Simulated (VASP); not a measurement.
# NaLiB2 (P-6m2) in VASP: relaxation of cell and atoms with PBE

Aim: the relaxation of cell and atoms of NaLiB2 with PBE.

All numbers are computed with VASP 6.6.1; they aren't measurements. Logs are shortened: lines on timing, memory, paths and dates and some standing lists are left out, and cuts for length are marked.

## (1) The cell of the first run

The structure is hexagonal, space group P-6m2 (No. 187). Conventional cell: a = 4.274 Å, b = 4.274 Å, c = 3.299 Å, α = 90.00°, β = 90.00°, γ = 120.00°. Na (site symmetry -6m2) has 9 B at 2.47 to 2.97 Å and 6 Li at 2.97 Å and 2 Na at 3.30 Å within 3.3 Å. Li (site symmetry -6m2) has 9 B at 2.47 to 2.97 Å and 6 Na at 2.97 Å and 2 Li at 3.30 Å within 3.3 Å. B (site symmetry -6m2) has 2 B at 1.65 Å within 2.2 Å. Within 2.2 Å of B (site symmetry -6m2) lie 2 B at 1.65 Å.

## (2) Relaxation of cell and atoms, PBE

Input file INCAR:

```
ALGO = Normal
EDIFF = 1E-6
EDIFFG = -0.005
ENCUT = 600
GGA = PE
IBRION = 2
ISIF = 3
ISMEAR = 0
LASPH = True
LCHARG = False
LREAL = False
LWAVE = False
NELM = 100
NSW = 100
PREC = Accurate
SIGMA = 0.1
```

Input file KPOINTS:

```
k-points
0
Gamma
  12 12 12
```

Input file POSCAR:

```
NaLiB2
1.0
    4.2735458093      0.0000000000      0.0000000000
   -2.1367729047      3.7009992351      0.0000000000
    0.0000000000      0.0000000000      3.2990589185
Na Li B
1 1 2
Direct
    0.3333333333      0.6666666667      0.5000000000
    0.0000000000      0.0000000000      0.0000000000
    0.6666666667      0.3333333333      0.0000000000
    0.6666666667      0.3333333333      0.5000000000
```

Potentials or basis: VASP PAW PBE potentials, release 64 (Na_pv, Li_sv, B).

Run with:

```bash
> cat potpaw_PBE.64/Na_pv/POTCAR potpaw_PBE.64/Li_sv/POTCAR potpaw_PBE.64/B/POTCAR > POTCAR
> mpirun -np 1 vasp_std > vasp.out
```

OUTCAR:

```text
EDIFF = 1E-6
   EDIFFG = -0.005
   ENCUT = 600
   GGA = PE
   IBRION = 2
   ISIF = 3
   ISMEAR = 0
   LASPH = True
   LREAL = False
   NELM = 100
   NSW = 100
   PREC = Accurate

 ion  position               nearest neighbor table
   1  0.333  0.667  0.500-   4 2.47   4 2.47   4 2.47
   2  0.000  0.000  0.000-
   3  0.667  0.333  0.000-   4 1.65   4 1.65
   4  0.667  0.333  0.500-   3 1.65   3 1.65   1 2.47   1 2.47   1 2.47

  LATTYP: Found a hexagonal cell.
 ALAT       =     4.2735458093
 C/A-ratio  =     0.7719722838

  Lattice vectors:

 A1 = (   4.2735458093,   0.0000000000,   0.0000000000)
 A2 = (  -2.1367729047,   3.7009992351,   0.0000000000)
 A3 = (   0.0000000000,   0.0000000000,   3.2990589185)

Analysis of symmetry for initial positions (statically):
=====================================================================
 Subroutine PRICEL returns:
 Original cell was already a primitive cell.

 Routine SETGRP: Setting up the symmetry group for a
 hexagonal supercell.

 Subroutine GETGRP returns: Found 12 space group operations
 (whereof 12 operations were pure point group operations)
 out of a pool of 24 trial point group operations.

The static configuration has the point symmetry D_3h.

Analysis of symmetry for dynamics (positions and initial velocities):
=====================================================================
 Subroutine PRICEL returns:
 Original cell was already a primitive cell.

 Routine SETGRP: Setting up the symmetry group for a
 hexagonal supercell.

 Subroutine GETGRP returns: Found 12 space group operations
 (whereof 12 operations were pure point group operations)
 out of a pool of 24 trial point group operations.

The dynamic configuration has the point symmetry D_3h.

 Subroutine INISYM returns: Found 12 space group operations
 (whereof 12 operations are pure point group operations),
 and found     1 'primitive' translations

----------------------------------------------------------------------------------------

                                     Primitive cell

  volume of cell :      52.1792

  direct lattice vectors                    reciprocal lattice vectors
     4.273545809  0.000000000  0.000000000     0.233997726  0.135098650  0.000000000
    -2.136772905  3.700999235  0.000000000     0.000000000  0.270197300  0.000000000
     0.000000000  0.000000000  3.299058919     0.000000000  0.000000000  0.303116745

  length of vectors
     4.273545809  4.273545809  3.299058919     0.270197300  0.270197300  0.303116745

  position of ions in fractional coordinates (direct lattice)
     0.333333333  0.666666667  0.500000000
     0.000000000  0.000000000  0.000000000
     0.666666667  0.333333333  0.000000000
     0.666666667  0.333333333  0.500000000

  ion indices of the primitive-cell ions
   primitive index   ion index
                 1           1
                 2           2
                 3           3
                 4           4

----------------------------------------------------------------------------------------

 KPOINTS: k-points

Automatic generation of k-mesh.
 Grid dimensions read from file:
 generate k-points for:   12   12   12

 Generating k-lattice:

  Cartesian coordinates                     Fractional coordinates (reciprocal lattice)
     0.019499810  0.011258221  0.000000000     0.083333333 -0.000000000  0.000000000
     0.000000000  0.022516442  0.000000000     0.000000000  0.083333333  0.000000000
     0.000000000  0.000000000  0.025259729     0.000000000  0.000000000  0.083333333

  Length of vectors
     0.022516442  0.022516442  0.025259729

  Shift w.r.t. Gamma in fractional coordinates (k-lattice)
     0.000000000  0.000000000  0.000000000

 Subroutine IBZKPT returns following result:
 ===========================================

 Found    133 irreducible k-points:

 Following reciprocal coordinates:
            Coordinates               Weight
  0.000000  0.000000  0.000000      1.000000
  0.083333 -0.000000  0.000000      6.000000
  0.166667  0.000000  0.000000      6.000000
  0.250000  0.000000  0.000000      6.000000
  0.333333 -0.000000  0.000000      6.000000
  0.416667 -0.000000  0.000000      6.000000
[... 16 lines left out ...]
  0.250000  0.000000  0.083333     12.000000
  0.333333 -0.000000  0.083333     12.000000
 [... further k-points ...]
   k-points           NKPTS =    133   k-points in BZ     NKDIM =    133   number of bands    NBANDS=     12
   number of dos      NEDOS =    301   number of ions     NIONS =      4
   total plane-waves  NPLWV =  36288
   dimension x,y,z NGX =    36 NGY =   36 NGZ =   28
   dimension x,y,z NGXF=    72 NGYF=   72 NGZF=   56
   ions per type =               1   1   2
   NGX,Y,Z   is equivalent  to a cutoff of  14.00, 14.00, 14.11 a.u.
   NGXF,Y,Z  is equivalent  to a cutoff of  28.01, 28.01, 28.22 a.u.
 SYSTEM =  unknown system
   PREC   = accura    normal or accurate (medium, high low for compatibility)
   ISTART =      0    job   : 0-new  1-cont  2-samecut
   ICHARG =      2    charge: 1-file 2-atom 10-const
   ISPIN  =      1    spin polarized calculation?
   LNONCOLLINEAR =      F non collinear calculations
   LSORBIT =      F    spin-orbit coupling
   LASPH  =      T    aspherical Exc in radial PAW
   ENCUT  =  600.0 eV  44.10 Ry    6.64 a.u.   8.54  8.54  6.59*2*pi/ulx,y,z
   NELM   =    100;   NELMIN=  2; NELMDL= -5     # of ELM steps
   EDIFF  = 0.1E-05   stopping-criterion for ELM
   LREAL  =      F    real-space projection
   EDIFFG = -.5E-02   stopping-criterion for IOM
   NSW    =    100    number of steps for IOM
   IBRION =      2    ionic relax: 0-MD 1-quasi-New 2-CG
   NFREE  =      1    steps in history (QN), initial steepest desc. (CG)
   ISIF   =      3    stress and relaxation
   ISYM   =      2    0-nonsym 1-usesym 2-fastsym
   POTIM  = 0.5000    time-step for ionic-motion
   TEBEG  =    0.0;   TEEND  =   0.0 temperature during run
   PSTRESS=    0.0 pullay stress
   NELECT =      16.0000    total number of electrons
   NUPDOWN=      -1.0000    fix difference up-down
   EMIN   =  10.00;   EMAX   =-10.00  energy-range for DOS
   EFERMI =   0.00;   METHOD = LEGACY
   ISMEAR =     0;   SIGMA  =   0.10  broadening in eV -4-tet -1-fermi 0-gaus
   EFERMI_NEDOS =   21; number of points for ismear=-14 and -15
   IALGO  =     38    algorithm
   IMIX   =      4    mixing-type and parameters
     AMIX     =   0.40;   BMIX     =  1.00
     AMIX_MAG =   1.60;   BMIX_MAG =  1.00
  volume/ion in A,a.u.               =      13.04        88.03
  Fermi-wavevector in a.u.,A,eV,Ry     =   1.103949  2.086161 16.581467  1.218703
  Thomas-Fermi vector in A             =   2.240415
   LORBIT       =      0    0 simple, 1 ext, 2 COOP (PROOUT), +10 PAW based schemes
   GGA     = PE    functional components
   LHFCALC =     F    Hartree Fock is set to
   AEXX    =    0.0000 exact exchange contribution
   IVDW    =     0    specifies the selected vdW correction
   LEPSILON=     F    determine dielectric tensor
   LRPA    =     F    only Hartree local field effects (RPA)
 conjugate gradient relaxation of ions
 non-spin polarized calculation
 Gauss-broadening in eV      SIGMA  =   0.10
  energy-cutoff  :      600.00
  volume of cell :       52.18
 maximum number of plane-waves:      1783
 NGX is ok and might be reduce to    36
   NGX = 17   NGY = 17   NGZ = 13

--------------------------------------- Ionic step        1  -------------------------------------------

 number of electron      15.9999993 magnetization

 Free energy of the ion-electron system (eV)
  ---------------------------------------------------
  ext. energy  EPLUGINS =         0.00000000
  ---------------------------------------------------
  free energy    TOTEN  =       -16.32243307 eV

  energy without entropy =      -16.31855516  energy(sigma->0) =      -16.32049411

------------------------ aborting loop because EDIFF is reached ----------------------------------------

  FORCE on cell =-STRESS in cart. coord.  units (eV):
  Direction    XX          YY          ZZ          XY          YZ          ZX
  --------------------------------------------------------------------------------------
  -------------------------------------------------------------------------------------
  Total        1.5534980      1.5534980     -6.2788855     -0.0000000      0.0000000      0.0000000
  in kB       47.7006001     47.7006001   -192.7949768     -0.0000000      0.0000000      0.0000000
  external PRESSURE =     -32.4645922 kB  Pullay stress =       0.0000000 kB
[... 95 lines left out ...]
  FREE ENERGIE OF THE ION-ELECTRON SYSTEM (eV)
  ---------------------------------------------------
  free  energy   TOTEN  =       -16.5005904156 eV

  energy  without entropy=      -16.4980905271  energy(sigma->0) =      -16.49934047

[... ionic steps 4 to 7 ...]

--------------------------------------- Ionic step        8  -------------------------------------------

 number of electron      16.0000010 magnetization

------------------------ aborting loop because EDIFF is reached ----------------------------------------

  FORCE on cell =-STRESS in cart. coord.  units (eV):
  Direction    XX          YY          ZZ          XY          YZ          ZX
  --------------------------------------------------------------------------------------
  -------------------------------------------------------------------------------------
  Total       -0.0071807     -0.0071807      0.0624914      0.0000000      0.0000000      0.0000000
  in kB       -0.2165341     -0.2165341      1.8844348      0.0000000      0.0000000      0.0000000
  external PRESSURE =       0.4837889 kB  Pullay stress =       0.0000000 kB
[... 61 lines left out ...]
  energy  without entropy=      -16.5153175259  energy(sigma->0) =      -16.51640312

--------------------------------------- Ionic step       10  -------------------------------------------

 number of electron      16.0000010 magnetization

 Free energy of the ion-electron system (eV)
  ---------------------------------------------------
  ext. energy  EPLUGINS =         0.00000000
  ---------------------------------------------------
  free energy    TOTEN  =       -16.51750134 eV

  energy without entropy =      -16.51533945  energy(sigma->0) =      -16.51642040

 E-fermi :   2.8519     XC(G=0):  -8.9184

 val. band max:        2.8335170809   @ k =   0.3333   0.1667   0.5000
 cond. band min:       2.8624317959   @ k =   0.3333   0.2500   0.5000
 fundamental gap:      0.0289147150
 Fermi energy:         2.8518893192

 k-point     1 :       0.0000    0.0000    0.0000
  band No.  band energies     occupation
      1     -44.1250      2.00000
      2     -21.4158      2.00000
      3     -21.4118      2.00000
      4     -21.4118      2.00000
      5      -7.2695      2.00000
      6      -0.6358      2.00000
      7       0.2853      2.00000
      8       0.2853      2.00000
      9       4.0387      0.00000
     10       6.5482      0.00000
     11       6.5482      0.00000
     12       8.0805      0.00000
[... 331 lines left out ...]
 k-point    24 :       0.3333   -0.0000    0.0833
  band No.  band energies     occupation
      1     -44.1245      2.00000
      2     -21.4222      2.00000
      3     -21.4182      2.00000
      4     -21.4129      2.00000
      5      -6.8597      2.00000
      6      -1.1964      2.00000
      7      -0.7927      2.00000
      8      -0.0092      2.00000
      9       4.8882      0.00000
     10       7.2660      0.00000
     11       8.6822      0.00000
     12       9.1658      0.00000

 [... further k-points ...]
[... 5 lines left out ...]
  --------------------------------------------------------------------------------------
  -------------------------------------------------------------------------------------
  Total        0.0002943      0.0002943     -0.0073983     -0.0000000      0.0000000     -0.0000000
  in kB        0.0088715      0.0088715     -0.2230469     -0.0000000      0.0000000     -0.0000000
  external PRESSURE =      -0.0684346 kB  Pullay stress =       0.0000000 kB
[... 19 lines left out ...]
  FREE ENERGIE OF THE ION-ELECTRON SYSTEM (eV)
  ---------------------------------------------------
  free  energy   TOTEN  =       -16.5175013387 eV

  energy  without entropy=      -16.5153394538  energy(sigma->0) =      -16.51642040

 reached required accuracy - stopping structural energy minimisation
```

Wall time 3.4 min (1 thread of Intel Xeon Platinum 8488C (Sapphire Rapids), shared host); peak memory 0.26 GiB.

Results:

```yaml
Free_energy: -16.5175 eV
Relaxed_volume: 13.29 Å³/atom
Relaxed_cell: a = 4.411 Å, b = 4.411 Å, c = 3.154 Å, α = 90.00°, β = 90.00°, γ = 120.00°
Space_group_after_relaxing_to_0.05_Å: P-6m2 (No. 187)
Energy_gained_by_relaxing: 48.8 meV/atom
Ionic_steps: 10
Pressure_after_relaxing: 0.0 GPa
Band_gap_on_the_k_mesh: zero (band 8 reaches 3.78 eV, above the bottom of band 9 at 2.57 eV)
```

The path:
| step | energy change (eV) | largest force (eV/Å) | pressure (GPa) | volume (Å³) |
| --- | --- | --- | --- | --- |
| 1 | 0.0000 | 0.0000 | -3.25 | 52.18 |
| 2 | -0.1050 | 0.0000 | 6.29 | 50.05 |
| 3 | -0.1782 | 0.0000 | 2.09 | 50.88 |
| 4 | -0.1781 | 0.0000 | 2.23 | 50.85 |
| 5 | -0.1909 | 0.0000 | 1.03 | 51.98 |
| 6 | -0.1947 | 0.0000 | 0.28 | 52.81 |
| 7 | -0.1950 | 0.0000 | 0.08 | 53.08 |
| 8 | -0.1951 | 0.0000 | 0.05 | 53.13 |
| 9 | -0.1951 | 0.0000 | -0.03 | 53.15 |
| 10 | -0.1951 | 0.0000 | -0.01 | 53.14 |

Final structure:
```
Na Li B
1.0
     4.41081    0.00000    0.00000
    -2.20540    3.81987    0.00000
     0.00000    0.00000    3.15411
Na Li B
1 1 2
Direct
  0.33333 0.66667 0.50000
  0.00000 0.00000 0.00000
  0.66667 0.33333 0.00000
  0.66667 0.33333 0.50000
```

Levels at points of the mesh, in eV from the Fermi level:
| k point | band 6 | band 7 | band 8 | band 9 | band 10 | band 11 |
| --- | --- | --- | --- | --- | --- | --- |
| (0.00, 0.00, 0.00) | -3.49 | -2.57 | -2.57 | 1.19 | 3.70 | 3.70 |
| (0.50, 0.00, 0.00) | -4.56 | -3.43 | -3.07 | 1.84 | 5.39 | 6.50 |
| (0.00, 0.00, 0.50) | -7.54 | 0.93 | 0.93 | 1.05 | 1.05 | 2.47 |
| (0.50, 0.00, 0.50) | -7.25 | -1.29 | -0.98 | 0.17 | 0.73 | 4.30 |

Caveat: the cutoff is under 1.25 times the usual one of these potentials, so pressure, stress and relaxed cells hold a basis-set (Pulay) error.
